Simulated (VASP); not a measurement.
Write the native input for VASP 6.6.1 that does the following.

```yaml
Task: single point
Functional: PBE
Potentials_or_basis: VASP PAW PBE potentials, release 64 (Ba_sv, Zr_sv, O)
Cutoff: 520 eV
k_mesh: 4 × 4 × 4
Occupations: gaussian, width 0.1 eV
Spin: no spin polarisation
Dipole_correction: no
Further_INCAR_settings: ALGO = Normal; EDIFF = 1e-06; NBANDS = 28
```

The structure of BaZrO3 lies in POSCAR:

```
BaZrO3
1.0
    4.1814999600      0.0000000000      0.0000000000
    0.0000000000      4.1814999600      0.0000000000
    0.0000000000      0.0000000000      4.1814999600
Ba Zr O
1 1 3
Direct
    0.5000000000      0.5000000000      0.5000000000
    0.0000000000      0.0000000000      0.0000000000
    0.5000000000      0.0000000000      0.0000000000
    0.0000000000      0.5000000000      0.0000000000
    0.0000000000      0.0000000000      0.5000000000
```

The input as run:

INCAR

```
SYSTEM = BaZrO3
PREC     = Accurate       ! precision mode
ENCUT    = 520            ! plane-wave cutoff, eV
EDIFF    = 1E-6           ! SCF threshold, eV
ISMEAR   = 0              ! smearing method
SIGMA    = 0.1            ! smearing width, eV
LREAL    = .FALSE.        ! projectors in reciprocal space
LASPH    = .TRUE.         ! aspherical terms in the spheres
NELM     = 80             ! most SCF steps
ALGO     = Normal         ! electronic algorithm
ISIF     = 2              ! what is computed and relaxed
LWAVE    = .FALSE.        ! write WAVECAR
LCHARG   = .FALSE.        ! write CHGCAR
GGA      = PE             ! functional
NBANDS   = 28             ! bands
```

KPOINTS

```
regular mesh
0
G
  4 4 4
  0 0 0
```

Potentials or basis: VASP PAW PBE potentials, release 64 (Ba_sv, Zr_sv, O).

Run with:

```sh
$ cat potpaw_PBE.64/Ba_sv/POTCAR potpaw_PBE.64/Zr_sv/POTCAR potpaw_PBE.64/O/POTCAR > POTCAR
$ mpirun -np 1 vasp_std > vasp.out
```

It gave:

The pressure is 6.3 GPa. The band gap on the k mesh is 3.20 eV, indirect (least direct gap 3.41 eV).

Caveat: spin-orbit coupling is left out, which moves the levels of the heavy elements.

It took 9.3 s on 1 thread of Intel Xeon 6975P-C, with other jobs on the host, peak memory 0.18 GiB.
